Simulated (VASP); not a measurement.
Here is a VASP 6.6.1 calculation.

Contents of INCAR:

```
  ALGO = Normal
  EDIFF = 1E-6
  ENCUT = 520
  GGA = PE
  ISIF = 2
  ISMEAR = 0
  LASPH = True
  LCHARG = False
  LREAL = False
  LWAVE = False
  NBANDS = 42
  NELM = 60
  PREC = Accurate
  SIGMA = 0.1
```

KPOINTS

```
k-points
0
Gamma
  10 10 10
```

The input POSCAR:

```
Ge2N
1.0
    0.0000000000      3.6931459393      3.6931459393
    3.6931459393      0.0000000000      3.6931459393
    3.6931459393      3.6931459393      0.0000000000
Ge N
4 2
Direct
    0.1250000000      0.1250000000      0.1250000000
    0.6250000000      0.1250000000      0.1250000000
    0.1250000000      0.1250000000      0.6250000000
    0.1250000000      0.6250000000      0.1250000000
    0.5000000000      0.5000000000      0.5000000000
    0.7500000000      0.7500000000      0.7500000000
```

Potentials or basis: VASP PAW PBE potentials, release 64 (Ge_d, N).

Run with:

```bash
$ cat potpaw_PBE.64/Ge_d/POTCAR potpaw_PBE.64/N/POTCAR > POTCAR
$ mpirun -np 1 vasp_std > vasp.out
```

Problem. What does it give for the pressure?

Solution. 0.0 GPa.

Problem. What does it give for the band gap on the k mesh?

Solution. Zero (bands 33 and 34 overlap by 0.81 eV).
